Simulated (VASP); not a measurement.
SnSe2: single point with PBE+D3(BJ)

SnSe2:

```
Sn Se
1.0
     3.50612    0.00000    0.00000
    -1.75306    3.03639    0.00000
     0.00000    0.00000    5.89152
Sn Se
1 2
Direct
  0.00000 0.00000 0.00000
  0.33333 0.66667 0.25000
  0.66667 0.33333 0.75000
```

This cell differs from its parent crystal: strain -0.080 along x and y, -0.040 along z.

- Program: VASP 6.6.1
- Task: single point
- Functional: PBE
- Dispersion: D3(BJ)
- Potentials or basis: VASP PAW PBE potentials, release 64 (Sn_d, Se)
- Cutoff: 520 eV
- k mesh: 9 × 9 × 6
- Occupations: gaussian, width 0.05 eV
- Spin: no spin polarisation
- Dipole correction: no
- Further INCAR settings: ALGO = Normal; EDIFF = 1e-06; NBANDS = 20

```yaml
Pressure: 28.8 GPa
Largest_force: 3.370 eV/Å
Band_gap_on_the_k_mesh: 0.84 eV (least direct gap 1.60 eV)
Dispersion_energy_per_atom: -0.446 eV
```

Forces in eV/Å, atoms in the order of the input:
```
Sn   0.000  0.000  0.000
Se   0.000  0.000  3.370
Se   0.000  0.000 -3.370
```

Stress tensor (GPa, compression positive):
```
29.70  0.00  0.00
 0.00 29.70  0.00
 0.00  0.00 27.01
```

Levels at points of the mesh, in eV from the valence-band top:
| k point | band 9 | band 10 | band 11 | band 12 | band 13 | band 14 | band 15 | band 16 | band 17 | band 18 |
| --- | --- | --- | --- | --- | --- | --- | --- | --- | --- | --- |
| (0.00, 0.00, 0.00) | -0.75 | -0.75 | -0.38 | -0.31 | -0.31 | 2.50 | 3.29 | 5.14 | 5.14 | 7.82 |
| (0.00, 0.00, 0.50) | -3.19 | -0.85 | -0.85 | -0.12 | -0.12 | 3.41 | 3.85 | 4.82 | 4.82 | 8.59 |

It took 52 s on 1 thread of AMD EPYC 9R45 96-Core Processor (Zen 5), on a shared host, peak memory 0.21 GiB.

Caveat: the cell differs from its parent crystal (strain -0.080 along x and y, -0.040 along z); the cell stands under pressure; spin-orbit coupling is left out, which moves the levels of the heavy elements; an odd mesh through Γ misses points on the zone boundary, where band edges can lie; forces of over 1 eV/Å act on the atoms, so gaps and moduli don't describe the material at rest.
